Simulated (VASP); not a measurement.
# Ga2GeO3 in VASP: further runs

The runs below take Ga2GeO3 through single point, with PBE.

Everything below comes from runs of VASP 6.6.1. Logs are shortened: lines on timing, memory, paths and dates and some standing lists are left out, and cuts for length are marked.

**1. The cell of the first run**

The typed cell holds 6 atoms: a = 5.532 Å, b = 5.532 Å, c = 2.745 Å, α = 90.00°, β = 90.00°, γ = 120.00°.

**2. Single point, PBE**

INCAR

```
SYSTEM = Ga2GeO3
ALGO = Normal
EDIFF = 1E-7
ENCUT = 520
GGA = PE
ISIF = 2
ISMEAR = 0
LASPH = .True.
LCHARG = .True.
LELF = .True.
LREAL = .False.
LVHAR = .True.
LWAVE = .False.
NBANDS = 38
NELM = 60
PREC = Accurate
SIGMA = 0.1
```

KPOINTS

```
k-points
0
Gamma
  6 6 4
  0 0 0
```

POSCAR

```
Ga2GeO3
1.0
    5.5318692249      0.0000000000      0.0000000000
   -2.7659346125      4.7907392792      0.0000000000
    0.0000000000      0.0000000000      2.7451271107
Ga Ge O
2 1 3
Direct
    0.3333333333      0.6666666667      0.0000697442
    0.6666666667      0.3333333333      0.9999302558
    0.0000000000      0.0000000000      0.5000000000
    0.5000000000      0.0000000000      0.5000000000
    0.0000000000      0.5000000000      0.5000000000
    0.5000000000      0.5000000000      0.5000000000
```

Potentials or basis: VASP PAW PBE potentials, release 64 (Ga_d, Ge_d, O).

Command:

```sh
> cat potpaw_PBE.64/Ga_d/POTCAR potpaw_PBE.64/Ge_d/POTCAR potpaw_PBE.64/O/POTCAR > POTCAR
> mpirun -np 1 vasp_std > vasp.out
```

OUTCAR:

```text
SYSTEM = Ga2GeO3
   EDIFF = 1E-7
   ENCUT = 520
   GGA = PE
   ISIF = 2
   ISMEAR = 0
   LASPH = .True.
   LREAL = .False.
   NELM = 60
   PREC = Accurate

 ion  position               nearest neighbor table
   1  0.333  0.667  0.000-   5 2.11   4 2.11   6 2.11   5 2.11   4 2.11   6 2.11
   2  0.667  0.333  1.000-   5 2.11   4 2.11   6 2.11   5 2.11   4 2.11   6 2.11
   3  0.000  0.000  0.500-
   4  0.500  0.000  0.500-   1 2.11   2 2.11   1 2.11   2 2.11
   5  0.000  0.500  0.500-   1 2.11   2 2.11   1 2.11   2 2.11
   6  0.500  0.500  0.500-   1 2.11   2 2.11   1 2.11   2 2.11

  LATTYP: Found a hexagonal cell.
 ALAT       =     5.5318692249
 C/A-ratio  =     0.4962386129

  Lattice vectors:

 A1 = (   5.5318692249,   0.0000000000,   0.0000000000)
 A2 = (  -2.7659346125,   4.7907392792,   0.0000000000)
 A3 = (   0.0000000000,   0.0000000000,   2.7451271107)

Analysis of symmetry for initial positions (statically):
=====================================================================
 Subroutine PRICEL returns:
 Original cell was already a primitive cell.

 Routine SETGRP: Setting up the symmetry group for a
 hexagonal supercell.

 Subroutine GETGRP returns: Found 12 space group operations
 (whereof 12 operations were pure point group operations)
 out of a pool of 24 trial point group operations.

The static configuration has the point symmetry D_3d.

Analysis of symmetry for dynamics (positions and initial velocities):
=====================================================================
 Subroutine PRICEL returns:
 Original cell was already a primitive cell.

 Routine SETGRP: Setting up the symmetry group for a
 hexagonal supercell.

 Subroutine GETGRP returns: Found 12 space group operations
 (whereof 12 operations were pure point group operations)
 out of a pool of 24 trial point group operations.

The dynamic configuration has the point symmetry D_3d.

 Subroutine INISYM returns: Found 12 space group operations
 (whereof 12 operations are pure point group operations),
 and found     1 'primitive' translations

----------------------------------------------------------------------------------------

                                     Primitive cell

  volume of cell :      72.7507

  direct lattice vectors                    reciprocal lattice vectors
     5.531869225  0.000000000  0.000000000     0.180770723  0.104368026  0.000000000
    -2.765934613  4.790739279  0.000000000     0.000000000  0.208736051  0.000000000
     0.000000000  0.000000000  2.745127111     0.000000000  0.000000000  0.364281856

  length of vectors
     5.531869225  5.531869225  2.745127111     0.208736051  0.208736051  0.364281856

  position of ions in fractional coordinates (direct lattice)
     0.333333333  0.666666667  0.000069744
     0.666666667  0.333333333  0.999930256
     0.000000000  0.000000000  0.500000000
     0.500000000  0.000000000  0.500000000
     0.000000000  0.500000000  0.500000000
     0.500000000  0.500000000  0.500000000

  ion indices of the primitive-cell ions
   primitive index   ion index
                 1           1
                 2           2
                 3           3
                 4           4
                 5           5
                 6           6

----------------------------------------------------------------------------------------

 KPOINTS: k-points

Automatic generation of k-mesh.
 Grid dimensions read from file:
 generate k-points for:    6    6    4

 Generating k-lattice:

  Cartesian coordinates                     Fractional coordinates (reciprocal lattice)
     0.030128454  0.017394671  0.000000000     0.166666667 -0.000000000  0.000000000
     0.000000000  0.034789342  0.000000000     0.000000000  0.166666667  0.000000000
     0.000000000  0.000000000  0.091070464     0.000000000  0.000000000  0.250000000

  Length of vectors
     0.034789342  0.034789342  0.091070464

  Shift w.r.t. Gamma in fractional coordinates (k-lattice)
     0.000000000  0.000000000  0.000000000

 Subroutine IBZKPT returns following result:
 ===========================================

 Found     24 irreducible k-points:

 Following reciprocal coordinates:
            Coordinates               Weight
  0.000000  0.000000  0.000000      1.000000
  0.166667 -0.000000  0.000000      6.000000
  0.333333  0.000000  0.000000      6.000000
  0.500000 -0.000000  0.000000      3.000000
  0.166667  0.166667  0.000000      6.000000
  0.333333  0.166667  0.000000     12.000000
[... 16 lines left out ...]
  0.333333  0.166667  0.500000     12.000000
  0.333333  0.333333  0.500000      2.000000
   k-points           NKPTS =     24   k-points in BZ     NKDIM =     24   number of bands    NBANDS=     38
   number of dos      NEDOS =    301   number of ions     NIONS =      6
   total plane-waves  NPLWV =  35280
   dimension x,y,z NGX =    42 NGY =   42 NGZ =   20
   dimension x,y,z NGXF=    84 NGYF=   84 NGZF=   40
   ions per type =               2   1   3
   NGX,Y,Z   is equivalent  to a cutoff of  12.62, 12.62, 12.11 a.u.
   NGXF,Y,Z  is equivalent  to a cutoff of  25.24, 25.24, 24.22 a.u.
 SYSTEM =  Ga2GeO3
   PREC   = accura    normal or accurate (medium, high low for compatibility)
   ISTART =      0    job   : 0-new  1-cont  2-samecut
   ICHARG =      2    charge: 1-file 2-atom 10-const
   ISPIN  =      1    spin polarized calculation?
   LNONCOLLINEAR =      F non collinear calculations
   LSORBIT =      F    spin-orbit coupling
   LASPH  =      T    aspherical Exc in radial PAW
   ENCUT  =  520.0 eV  38.22 Ry    6.18 a.u.  10.29 10.29  5.10*2*pi/ulx,y,z
   NELM   =     60;   NELMIN=  2; NELMDL= -5     # of ELM steps
   EDIFF  = 0.1E-06   stopping-criterion for ELM
   LREAL  =      F    real-space projection
   EDIFFG = 0.1E-05   stopping-criterion for IOM
   NSW    =      0    number of steps for IOM
   IBRION =     -1    ionic relax: 0-MD 1-quasi-New 2-CG
   NFREE  =      0    steps in history (QN), initial steepest desc. (CG)
   ISIF   =      2    stress and relaxation
   ISYM   =      2    0-nonsym 1-usesym 2-fastsym
   POTIM  = 0.5000    time-step for ionic-motion
   TEBEG  =    0.0;   TEEND  =   0.0 temperature during run
   PSTRESS=    0.0 pullay stress
   NELECT =      58.0000    total number of electrons
   NUPDOWN=      -1.0000    fix difference up-down
   EMIN   =  10.00;   EMAX   =-10.00  energy-range for DOS
   EFERMI =   0.00;   METHOD = LEGACY
   ISMEAR =     0;   SIGMA  =   0.10  broadening in eV -4-tet -1-fermi 0-gaus
   EFERMI_NEDOS =   21; number of points for ismear=-14 and -15
   IALGO  =     38    algorithm
   IMIX   =      4    mixing-type and parameters
     AMIX     =   0.40;   BMIX     =  1.00
     AMIX_MAG =   1.60;   BMIX_MAG =  1.00
  volume/ion in A,a.u.               =      12.13        81.82
  Fermi-wavevector in a.u.,A,eV,Ry     =   1.518000  2.868605 31.352244  2.304325
  Thomas-Fermi vector in A             =   2.627180
   LORBIT       =      0    0 simple, 1 ext, 2 COOP (PROOUT), +10 PAW based schemes
   GGA     = PE    functional components
   LHFCALC =     F    Hartree Fock is set to
   AEXX    =    0.0000 exact exchange contribution
   IVDW    =     0    specifies the selected vdW correction
   LEPSILON=     F    determine dielectric tensor
   LRPA    =     F    only Hartree local field effects (RPA)
 non-spin polarized calculation
 Gauss-broadening in eV      SIGMA  =   0.10
  energy-cutoff  :      520.00
  volume of cell :       72.75
 maximum number of plane-waves:      1985
 NGX is ok and might be reduce to    42

 number of electron      58.0000016 magnetization

 Free energy of the ion-electron system (eV)
  ---------------------------------------------------
  ext. energy  EPLUGINS =         0.00000000
  ---------------------------------------------------
  free energy    TOTEN  =       -30.51512527 eV

  energy without entropy =      -30.49928142  energy(sigma->0) =      -30.50720335

 E-fermi :   7.1966     XC(G=0): -11.6033

 val. band max:        7.1681527676   @ k =   0.3333   0.1667   0.5000
 cond. band min:       7.2352688449   @ k =   0.0000   0.3333   0.2500
 fundamental gap:      0.0671160773
 Fermi energy:         7.1966072956

 k-point     1 :       0.0000    0.0000    0.0000
  band No.  band energies     occupation
      1     -18.8950      2.00000
      2     -18.8367      2.00000
      3     -18.8367      2.00000
      4     -18.7710      2.00000
      5     -18.7710      2.00000
      6     -14.2100      2.00000
[... 30 lines left out ...]
     37      16.6132      0.00000
     38      16.6132      0.00000

 k-point     2 :       0.1667   -0.0000    0.0000
  band No.  band energies     occupation
      1     -18.8949      2.00000
      2     -18.8366      2.00000
      3     -18.8363      2.00000
      4     -18.7711      2.00000
      5     -18.7711      2.00000
      6     -14.1405      2.00000
[... 30 lines left out ...]
     37      15.9387      0.00000
     38      17.0503      0.00000

 k-point     3 :       0.3333    0.0000    0.0000
  band No.  band energies     occupation
      1     -18.8946      2.00000
      2     -18.8365      2.00000
      3     -18.8356      2.00000
      4     -18.7711      2.00000
      5     -18.7711      2.00000
      6     -13.9542      2.00000
[... 30 lines left out ...]
     37      14.8607      0.00000
     38      17.2573      0.00000

 k-point     4 :       0.5000   -0.0000    0.0000
  band No.  band energies     occupation
      1     -18.8944      2.00000
      2     -18.8365      2.00000
      3     -18.8352      2.00000
      4     -18.7711      2.00000
      5     -18.7711      2.00000
      6     -13.7952      2.00000
[... 30 lines left out ...]
     37      14.6708      0.00000
     38      16.6964      0.00000
[... 703 lines left out ...]
      4     -18.8282      2.00000
      5     -18.7082      2.00000
      6     -12.9421      2.00000
[... 30 lines left out ...]
     37      13.6672      0.00000
     38      14.4003      0.00000

 k-point    23 :       0.3333    0.1667    0.5000
  band No.  band energies     occupation
      1     -18.8372      2.00000
      2     -18.8371      2.00000
      3     -18.8284      2.00000
      4     -18.8279      2.00000
      5     -18.7079      2.00000
      6     -12.8443      2.00000
[... 30 lines left out ...]
     37      13.3693      0.00000
     38      13.8651      0.00000

 k-point    24 :       0.3333    0.3333    0.5000
  band No.  band energies     occupation
      1     -18.8372      2.00000
      2     -18.8372      2.00000
      3     -18.8281      2.00000
      4     -18.8281      2.00000
      5     -18.7078      2.00000
      6     -12.7505      2.00000
[... 30 lines left out ...]
     37      14.0537      0.00000
     38      14.2731      0.00000

------------------------ aborting loop because EDIFF is reached ----------------------------------------

  FORCE on cell =-STRESS in cart. coord.  units (eV):
  Direction    XX          YY          ZZ          XY          YZ          ZX
  --------------------------------------------------------------------------------------
  -------------------------------------------------------------------------------------
  Total        0.3133422      0.3133422      0.4217666     -0.0000000     -0.0000000      0.0000000
  in kB        6.9006916      6.9006916      9.2885068     -0.0000000     -0.0000000      0.0000000
  external PRESSURE =       7.6966300 kB  Pullay stress =       0.0000000 kB

 VOLUME and BASIS-vectors are now :
 -----------------------------------------------------------------------------
  energy-cutoff  :      520.00
  volume of cell :       72.75
      direct lattice vectors                 reciprocal lattice vectors
     5.531869225  0.000000000  0.000000000     0.180770723  0.104368026  0.000000000
    -2.765934613  4.790739279  0.000000000     0.000000000  0.208736051  0.000000000
     0.000000000  0.000000000  2.745127111     0.000000000  0.000000000  0.364281856

 POSITION                                       TOTAL-FORCE (eV/Angst)
 -----------------------------------------------------------------------------------
     -0.00000      3.19383      0.00019        -0.000000     -0.000000     -0.000552
      2.76593      1.59691      2.74494         0.000000      0.000000      0.000552
      0.00000      0.00000      1.37256        -0.000000      0.000000      0.000000
      2.76593      0.00000      1.37256        -0.000000      0.000000      0.000000
     -1.38297      2.39537      1.37256        -0.000000      0.000000      0.000000
      1.38297      2.39537      1.37256        -0.000000      0.000000      0.000000
 -----------------------------------------------------------------------------------
    total drift:                                0.000000     -0.000000      0.000000

  FREE ENERGIE OF THE ION-ELECTRON SYSTEM (eV)
  ---------------------------------------------------
  free  energy   TOTEN  =       -30.5151252713 eV

  energy  without entropy=      -30.4992814206  energy(sigma->0) =      -30.50720335
```

Run time: 95 s. Hardware: 1 thread of AMD EPYC 7R43 (Zen 3), shared host; peak memory 0.18 GiB.

What came out:

```
Free energy            : -30.5151 eV
Pressure               : 0.8 GPa
Band gap on the k mesh : zero (band 29 reaches 7.91 eV, above the bottom of band 30 at 5.15 eV)
```

Caveat: the k points lie up to 0.57 Å⁻¹ apart.

**3. Single point, PBE**

This run uses another cell than the first one, of the same volume but with other edges.

INCAR

```
PREC = Accurate
ENCUT = 520
EDIFF = 1E-6
ISMEAR = 0
SIGMA = 0.1
LREAL = F
LASPH = T
NELM = 100
ALGO = Normal
ISIF = 2
LWAVE = F
LCHARG = F
GGA = PE
NBANDS = 38
```

KPOINTS

```
Automatic mesh
0
Gamma
  6 6 6
```

POSCAR

```
Ga2GeO3
1.0
    5.4581247359      0.0000000000      0.0000000000
   -2.7290623680      4.7268746783      0.0000000000
    0.0000000000      0.0000000000      2.8246637323
Ga Ge O
2 1 3
Direct
    0.3333333333      0.6666666667      0.0000000000
    0.6666666667      0.3333333333      0.0000000000
    0.0000000000      0.0000000000      0.5000000000
    0.5000000000      0.0000000000      0.5000000000
    0.0000000000      0.5000000000      0.5000000000
    0.5000000000      0.5000000000      0.5000000000
```

Potentials or basis: VASP PAW PBE potentials, release 64 (Ga_d, Ge_d, O).

Command:

```sh
> cat potpaw_PBE.64/Ga_d/POTCAR potpaw_PBE.64/Ge_d/POTCAR potpaw_PBE.64/O/POTCAR > POTCAR
> mpirun -np 1 vasp_std > vasp.out
```

It took 1.9 min on 1 thread of AMD EPYC 7R43 (Zen 3), shared host; peak memory 0.19 GiB.

Results (log left out):

- Free energy: -30.5782 eV
- Pressure: 0.5 GPa
- Band gap on the k mesh: zero (band 29 reaches 7.15 eV, above the bottom of band 30 at 4.83 eV)

Stress tensor (GPa, compression positive):
```
0.32 0.00 0.00
0.00 0.32 0.00
0.00 0.00 0.94
```

Levels at points of the mesh, in eV from the Fermi level:
| k point | band 25 | band 26 | band 27 | band 28 | band 29 | band 30 | band 31 | band 32 | band 33 | band 34 |
| --- | --- | --- | --- | --- | --- | --- | --- | --- | --- | --- |
| (0.00, 0.00, 0.00) | -3.85 | -3.40 | -3.40 | -3.27 | -2.06 | 2.03 | 2.03 | 3.39 | 3.39 | 4.69 |
| (0.50, 0.00, 0.00) | -3.94 | -3.88 | -3.48 | -3.41 | -1.44 | 1.17 | 1.50 | 1.88 | 5.80 | 6.77 |
| (0.00, 0.00, 0.50) | -5.49 | -3.21 | -3.21 | -2.89 | -2.49 | -1.96 | 2.48 | 2.48 | 4.30 | 4.41 |
| (0.50, 0.00, 0.50) | -4.56 | -4.08 | -3.06 | -3.04 | -2.58 | 0.16 | 2.09 | 2.32 | 3.78 | 4.08 |

Caveat: the k points lie up to 0.37 Å⁻¹ apart.
